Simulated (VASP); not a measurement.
# WS: relaxation of cell and atoms with PBE

WS:

```
W S
1.0
     0.00000    2.38613    2.38613
     2.38613    0.00000    2.38613
     2.38613    2.38613    0.00000
W S
1 1
Cartesian
  0.0000 0.0000 0.0000
  2.3861 2.3861 2.3861
```

```
Program                : VASP 6.6.1
Task                   : relaxation of cell and atoms
Functional             : PBE
Potentials or basis    : VASP PAW PBE potentials, release 64 (W_sv, S)
Cutoff                 : 600 eV
k mesh                 : 8 × 8 × 8
Occupations            : gaussian, width 0.1 eV
Spin                   : no spin polarisation
Dipole correction      : no
Further INCAR settings : ALGO = Normal; EDIFF = 1e-07; IBRION = 2; EDIFFG = -0.05; NSW = 100; ISIF = 3
```

The relaxed volume is 15.23 Å³/atom. The relaxed cell is a = 3.505 Å, b = 3.505 Å, c = 3.505 Å, α = 60.00°, β = 60.00°, γ = 60.00°. The space group after relaxing (to 0.05 Å) is Fm-3m (No. 225), the energy gained by relaxing is 129.3 meV/atom and the ionic steps are 4. The pressure after relaxing is -0.2 GPa and the band gap on the k mesh is zero (band 10 reaches 11.86 eV, above the bottom of band 11 at 8.66 eV).

The path:
| step | energy change (eV) | largest force (eV/Å) | pressure (GPa) | volume (Å³) |
| --- | --- | --- | --- | --- |
| 1 | 0.0000 | 0.0000 | 28.43 | 27.17 |
| 2 | 0.4518 | 0.0000 | -24.94 | 37.80 |
| 3 | -0.2576 | 0.0000 | -1.47 | 30.65 |
| 4 | -0.2587 | 0.0000 | -0.23 | 30.45 |

Final structure:
```xyz
2
Lattice="0.0000 2.4786 2.4786 2.4786 0.0000 2.4786 2.4786 2.4786 0.0000" Properties=species:S:1:pos:R:3 pbc="T T T"
W     0.0000    0.0000    0.0000
S     2.4786    2.4786    2.4786
```

Levels at points of the mesh, in eV from the Fermi level:
```tsv
k point	band 7	band 8	band 9	band 10	band 11	band 12	band 13	band 14
(0.00, 0.00, 0.00)	-3.50	-3.50	-2.70	-2.70	-2.70	-2.16	-2.16	2.04
(0.50, 0.00, 0.00)	-6.92	-6.92	0.20	0.20	0.67	1.88	5.67	5.67
(0.50, 0.50, 0.00)	-4.92	-4.92	-4.80	-0.93	0.54	1.09	1.09	2.92
```

Wall time 29 s on 1 thread of AMD EPYC 9R45 96-Core Processor (Zen 5), with other jobs on the host, peak memory 0.14 GiB.

Caveat: spin-orbit coupling is left out, which moves the levels of the heavy elements.
